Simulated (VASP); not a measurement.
TaN:

```
Ta N
1.0
     0.00000    2.16574    2.16574
     2.16574    0.00000    2.16574
     2.16574    2.16574    0.00000
Ta N
1 1
Direct
  0.50000 0.50000 0.50000
  0.00000 0.00000 0.00000
```

This cell differs from its parent crystal: volume scaled by 0.97.

Base run:

* Program: VASP 6.6.1
* Functional: PBEsol
* Potentials or basis: VASP PAW PBE potentials, release 64 (Ta_pv, N)
* Cutoff: 520 eV
* k mesh: 16 × 16 × 16
* Occupations: gaussian, width 0.1 eV
* Spin: no spin polarisation

Its results: band gap on the k mesh zero (band 8 reaches 11.95 eV, above the bottom of band 9 at 7.64 eV); pressure 12.8 GPa.

Problem. The run is repeated on the same cell with these changes: potentials or basis from VASP PAW PBE potentials, release 64 (Ta_pv, N) to VASP PAW PBE potentials, release 64 (Ta_sv_GW, N); cutoff from 520 eV to 600 eV; further incar settings from ALGO = Normal; EDIFF = 1e-07; NBANDS = 15 to ALGO = Normal; EDIFF = 1e-06; NBANDS = 16; valence electrons from 16 to 18. What comes out?

Solution. Band gap on the k mesh zero (band 9 reaches 16.42 eV, above the bottom of band 10 at 12.11 eV); pressure 11.8 GPa.

Caveats: the PAW data sets were made with another functional, which shifts forces and pressure a little; spin-orbit coupling is left out, which moves the levels of the heavy elements.
